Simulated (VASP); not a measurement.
# InAs (F-43m) in VASP: single point with PBEsol

Aim: the single point of InAs with PBEsol.

Program: VASP 6.6.1. These are calculated values, not measurements. Logs are shortened: lines on timing, memory, paths and dates and some standing lists are left out, and cuts for length are marked.

## (1) The cell of the first run

Symmetry: F-43m, No. 216, cubic system. The conventional cell has a = 6.082 Å, b = 6.082 Å, c = 6.082 Å, α = 90.00°, β = 90.00°, γ = 90.00°. In (site symmetry -43m) has 4 As at 2.63 Å within 3.5 Å. As (site symmetry -43m) has 4 In at 2.63 Å within 3.5 Å.

## (2) Single point, PBEsol

Input file INCAR:

```
SYSTEM = InAs
ALGO     = Normal         ! electronic algorithm
EDIFF    = 1E-6           ! SCF threshold, eV
ENCUT    = 500            ! plane-wave cutoff, eV
GGA      = PS             ! functional
GGA_COMPAT= .False.      
ISIF     = 2              ! what is computed and relaxed
ISMEAR   = 0              ! smearing method
LASPH    = .True.         ! aspherical terms in the spheres
LCHARG   = .False.        ! write CHGCAR
LREAL    = .False.        ! projectors in reciprocal space
LWAVE    = .False.        ! write WAVECAR
NBANDS   = 16             ! bands
NELM     = 120            ! most SCF steps
PREC     = Accurate       ! precision mode
SIGMA    = 0.01           ! smearing width, eV
```

Input file KPOINTS:

```
k-points
0
Gamma
  10 10 10
  0 0 0
```

Input file POSCAR:

```
InAs
1.0
    0.0000000000      3.0407907593      3.0407907593
    3.0407907593      0.0000000000      3.0407907593
    3.0407907593      3.0407907593      0.0000000000
In As
1 1
Direct
    0.0000000000      0.0000000000      0.0000000000
    0.2500000000      0.2500000000      0.2500000000
```

Potentials or basis: VASP PAW PBE potentials, release 64 (In_d, As).

The run is started by

```bash
$ cat potpaw_PBE.64/In_d/POTCAR potpaw_PBE.64/As/POTCAR > POTCAR
$ mpirun -np 1 vasp_std > vasp.out
```

OUTCAR:

```text
SYSTEM = InAs
   EDIFF = 1E-6
   ENCUT = 500
   GGA = PS
   ISIF = 2
   ISMEAR = 0
   LASPH = .True.
   LREAL = .False.
   NELM = 120
   PREC = Accurate

 ion  position               nearest neighbor table
   1  0.000  0.000  0.000-   2 2.63   2 2.63   2 2.63   2 2.63
   2  0.250  0.250  0.250-   1 2.63   1 2.63   1 2.63   1 2.63

  LATTYP: Found a face centered cubic cell.
 ALAT       =     6.0815815186

  Lattice vectors:

 A1 = (   0.0000000000,   3.0407907593,   3.0407907593)
 A2 = (   3.0407907593,   0.0000000000,   3.0407907593)
 A3 = (   3.0407907593,   3.0407907593,   0.0000000000)

Analysis of symmetry for initial positions (statically):
=====================================================================
 Subroutine PRICEL returns:
 Original cell was already a primitive cell.

 Routine SETGRP: Setting up the symmetry group for a
 face centered cubic supercell.

 Subroutine GETGRP returns: Found 24 space group operations
 (whereof 24 operations were pure point group operations)
 out of a pool of 48 trial point group operations.

The static configuration has the point symmetry T_d .

Analysis of symmetry for dynamics (positions and initial velocities):
=====================================================================
 Subroutine PRICEL returns:
 Original cell was already a primitive cell.

 Routine SETGRP: Setting up the symmetry group for a
 face centered cubic supercell.

 Subroutine GETGRP returns: Found 24 space group operations
 (whereof 24 operations were pure point group operations)
 out of a pool of 48 trial point group operations.

The dynamic configuration has the point symmetry T_d .

 Subroutine INISYM returns: Found 24 space group operations
 (whereof 24 operations are pure point group operations),
 and found     1 'primitive' translations

----------------------------------------------------------------------------------------

                                     Primitive cell

  volume of cell :      56.2328

  direct lattice vectors                    reciprocal lattice vectors
     0.000000000  3.040790759  3.040790759    -0.164430913  0.164430913  0.164430913
     3.040790759  0.000000000  3.040790759     0.164430913 -0.164430913  0.164430913
     3.040790759  3.040790759  0.000000000     0.164430913  0.164430913 -0.164430913

  length of vectors
     4.300327532  4.300327532  4.300327532     0.284802695  0.284802695  0.284802695

  position of ions in fractional coordinates (direct lattice)
     0.000000000  0.000000000  0.000000000
     0.250000000  0.250000000  0.250000000

  ion indices of the primitive-cell ions
   primitive index   ion index
                 1           1
                 2           2

----------------------------------------------------------------------------------------

 KPOINTS: k-points

Automatic generation of k-mesh.
 Grid dimensions read from file:
 generate k-points for:   10   10   10

 Generating k-lattice:

  Cartesian coordinates                     Fractional coordinates (reciprocal lattice)
    -0.016443091  0.016443091  0.016443091     0.100000000  0.000000000  0.000000000
     0.016443091 -0.016443091  0.016443091     0.000000000  0.100000000  0.000000000
     0.016443091  0.016443091 -0.016443091     0.000000000  0.000000000  0.100000000

  Length of vectors
     0.028480270  0.028480270  0.028480270

  Shift w.r.t. Gamma in fractional coordinates (k-lattice)
     0.000000000  0.000000000  0.000000000

 Subroutine IBZKPT returns following result:
 ===========================================

 Found     47 irreducible k-points:

 Following reciprocal coordinates:
            Coordinates               Weight
  0.000000  0.000000  0.000000      1.000000
  0.100000  0.000000  0.000000      8.000000
  0.200000  0.000000  0.000000      8.000000
  0.300000  0.000000  0.000000      8.000000
  0.400000  0.000000  0.000000      8.000000
  0.500000  0.000000  0.000000      4.000000
[... 16 lines left out ...]
  0.300000  0.300000  0.000000      6.000000
  0.400000  0.300000  0.000000     24.000000
 [... further k-points ...]
   k-points           NKPTS =     47   k-points in BZ     NKDIM =     47   number of bands    NBANDS=     16
   number of dos      NEDOS =    301   number of ions     NIONS =      2
   total plane-waves  NPLWV =  32768
   dimension x,y,z NGX =    32 NGY =   32 NGZ =   32
   dimension x,y,z NGXF=    64 NGYF=   64 NGZF=   64
   ions per type =               1   1
   NGX,Y,Z   is equivalent  to a cutoff of  12.37, 12.37, 12.37 a.u.
   NGXF,Y,Z  is equivalent  to a cutoff of  24.74, 24.74, 24.74 a.u.
 SYSTEM =  InAs
   PREC   = accura    normal or accurate (medium, high low for compatibility)
   ISTART =      0    job   : 0-new  1-cont  2-samecut
   ICHARG =      2    charge: 1-file 2-atom 10-const
   ISPIN  =      1    spin polarized calculation?
   LNONCOLLINEAR =      F non collinear calculations
   LSORBIT =      F    spin-orbit coupling
   LASPH  =      T    aspherical Exc in radial PAW
   ENCUT  =  500.0 eV  36.75 Ry    6.06 a.u.   7.84  7.84  7.84*2*pi/ulx,y,z
   NELM   =    120;   NELMIN=  2; NELMDL= -5     # of ELM steps
   EDIFF  = 0.1E-05   stopping-criterion for ELM
   LREAL  =      F    real-space projection
   EDIFFG = 0.1E-04   stopping-criterion for IOM
   NSW    =      0    number of steps for IOM
   IBRION =     -1    ionic relax: 0-MD 1-quasi-New 2-CG
   NFREE  =      0    steps in history (QN), initial steepest desc. (CG)
   ISIF   =      2    stress and relaxation
   ISYM   =      2    0-nonsym 1-usesym 2-fastsym
   POTIM  = 0.5000    time-step for ionic-motion
   TEBEG  =    0.0;   TEEND  =   0.0 temperature during run
   PSTRESS=    0.0 pullay stress
   NELECT =      18.0000    total number of electrons
   NUPDOWN=      -1.0000    fix difference up-down
   EMIN   =  10.00;   EMAX   =-10.00  energy-range for DOS
   EFERMI =   0.00;   METHOD = LEGACY
   ISMEAR =     0;   SIGMA  =   0.01  broadening in eV -4-tet -1-fermi 0-gaus
   EFERMI_NEDOS =   21; number of points for ismear=-14 and -15
   IALGO  =     38    algorithm
   IMIX   =      4    mixing-type and parameters
     AMIX     =   0.40;   BMIX     =  1.00
     AMIX_MAG =   1.60;   BMIX_MAG =  1.00
  volume/ion in A,a.u.               =      28.12       189.74
  Fermi-wavevector in a.u.,A,eV,Ry     =   1.119874  2.116255 17.063306  1.254118
  Thomas-Fermi vector in A             =   2.256516
   LORBIT       =      0    0 simple, 1 ext, 2 COOP (PROOUT), +10 PAW based schemes
   GGA     = PS    functional components
   LHFCALC =     F    Hartree Fock is set to
   AEXX    =    0.0000 exact exchange contribution
   IVDW    =     0    specifies the selected vdW correction
   LEPSILON=     F    determine dielectric tensor
   LRPA    =     F    only Hartree local field effects (RPA)
 non-spin polarized calculation
 Gauss-broadening in eV      SIGMA  =   0.01
  energy-cutoff  :      500.00
  volume of cell :       56.23
 maximum number of plane-waves:      1458
   NGX = 15   NGY = 15   NGZ = 15

 number of electron      17.9999991 magnetization

 Free energy of the ion-electron system (eV)
  ---------------------------------------------------
  ext. energy  EPLUGINS =         0.00000000
  ---------------------------------------------------
  free energy    TOTEN  =        -8.48957312 eV

  energy without entropy =       -8.48955769  energy(sigma->0) =       -8.48956541

 E-fermi :   4.2043     XC(G=0):  -9.2099

 val. band max:        4.2012358589   @ k =   0.0000   0.0000   0.0000
 cond. band min:       5.0393160007   @ k =   0.5000   0.0000   0.0000
 fundamental gap:      0.8380801419
 Fermi energy:         4.2042814198

 k-point     1 :       0.0000    0.0000    0.0000
  band No.  band energies     occupation
      1     -10.0963      2.00000
      2     -10.0963      2.00000
      3     -10.0963      2.00000
      4      -9.9754      2.00000
      5      -9.9754      2.00000
      6      -7.5793      2.00000
[... 8 lines left out ...]
     15      13.8227      0.00000
     16      13.8227      0.00000

 k-point     2 :       0.1000    0.0000    0.0000
  band No.  band energies     occupation
      1     -10.1091      2.00000
      2     -10.0927      2.00000
      3     -10.0927      2.00000
      4      -9.9755      2.00000
      5      -9.9755      2.00000
      6      -7.4774      2.00000
[... 8 lines left out ...]
     15      13.0946      0.00000
     16      13.0946      0.00000

 k-point     3 :       0.2000    0.0000    0.0000
  band No.  band energies     occupation
      1     -10.1408      2.00000
      2     -10.0837      2.00000
      3     -10.0837      2.00000
      4      -9.9751      2.00000
      5      -9.9751      2.00000
      6      -7.1884      2.00000
[... 8 lines left out ...]
     15      12.6367      0.00000
     16      12.6367      0.00000

 k-point     4 :       0.3000    0.0000    0.0000
  band No.  band energies     occupation
      1     -10.1775      2.00000
      2     -10.0742      2.00000
      3     -10.0742      2.00000
      4      -9.9729      2.00000
      5      -9.9729      2.00000
      6      -6.7682      2.00000
[... 8 lines left out ...]
     15      12.9207      0.00000
     16      12.9207      0.00000
[... 324 lines left out ...]
 k-point    22 :      -0.2000    0.2000    0.0000
  band No.  band energies     occupation
      1     -10.1890      2.00000
      2     -10.0686      2.00000
      3     -10.0659      2.00000
      4      -9.9794      2.00000
      5      -9.9708      2.00000
      6      -6.6253      2.00000
[... 8 lines left out ...]
     15      13.8539      0.00000
     16      14.6154      0.00000

 k-point    23 :       0.3000    0.3000    0.0000
  band No.  band energies     occupation
      1     -10.2199      2.00000
      2     -10.0461      2.00000
      3     -10.0461      2.00000
      4      -9.9981      2.00000
      5      -9.9611      2.00000
      6      -6.4969      2.00000
[... 8 lines left out ...]
     15      14.7502      0.00000
     16      15.8530      0.00000

 k-point    24 :       0.4000    0.3000    0.0000
  band No.  band energies     occupation
      1     -10.2398      2.00000
      2     -10.0390      2.00000
      3     -10.0367      2.00000
      4     -10.0008      2.00000
      5      -9.9589      2.00000
      6      -6.1562      2.00000
[... 8 lines left out ...]
     15      15.2127      0.00000
     16      16.0547      0.00000

 [... further k-points ...]

------------------------ aborting loop because EDIFF is reached ----------------------------------------

  FORCE on cell =-STRESS in cart. coord.  units (eV):
  Direction    XX          YY          ZZ          XY          YZ          ZX
  --------------------------------------------------------------------------------------
  -------------------------------------------------------------------------------------
  Total        0.0852358      0.0852358      0.0852358     -0.0000000     -0.0000000      0.0000000
  in kB        2.4285271      2.4285271      2.4285271     -0.0000000     -0.0000000      0.0000000
  external PRESSURE =       2.4285271 kB  Pullay stress =       0.0000000 kB

 VOLUME and BASIS-vectors are now :
 -----------------------------------------------------------------------------
  energy-cutoff  :      500.00
  volume of cell :       56.23
      direct lattice vectors                 reciprocal lattice vectors
     0.000000000  3.040790759  3.040790759    -0.164430913  0.164430913  0.164430913
     3.040790759  0.000000000  3.040790759     0.164430913 -0.164430913  0.164430913
     3.040790759  3.040790759  0.000000000     0.164430913  0.164430913 -0.164430913

 POSITION                                       TOTAL-FORCE (eV/Angst)
 -----------------------------------------------------------------------------------
      0.00000      0.00000      0.00000         0.000000      0.000000      0.000000
      1.52040      1.52040      1.52040        -0.000000     -0.000000     -0.000000
 -----------------------------------------------------------------------------------
    total drift:                               -0.000000     -0.000000     -0.000000

  FREE ENERGIE OF THE ION-ELECTRON SYSTEM (eV)
  ---------------------------------------------------
  free  energy   TOTEN  =        -8.4895731209 eV

  energy  without entropy=       -8.4895576947  energy(sigma->0) =       -8.48956541
```

Wall time 36 s (1 thread of Intel Xeon 6975P-C, shared host); peak memory 0.19 GiB.

Results:

- Free energy: -8.4896 eV
- Pressure: 0.2 GPa
- Band gap on the k mesh: zero (filled and empty bands touch)

Levels at points of the mesh, in eV from the Fermi level:
```
           k point  band 5  band 6  band 7  band 8  band 9  band 10  band 11  band 12  band 13  band 14
(0.00, 0.00, 0.00)  -14.18  -11.78   -0.37    0.00    0.00     0.00     3.85     3.85     3.85     7.26
(0.50, 0.00, 0.00)  -14.17  -10.35   -5.73   -0.98   -0.98     0.84     4.61     4.61     6.69     8.81
(0.50, 0.50, 0.00)  -14.16   -9.82   -5.81   -2.29   -2.29     1.47     1.98     8.96     9.10     9.10
```

Caveat: semilocal functionals underestimate gaps, and a narrow one can read as zero; the PAW data sets were made with another functional, which shifts forces and pressure a little; spin-orbit coupling is left out, which moves the levels of the heavy elements.

The gap in the log of VASP goes by the Fermi energy; the results here count the filled bands.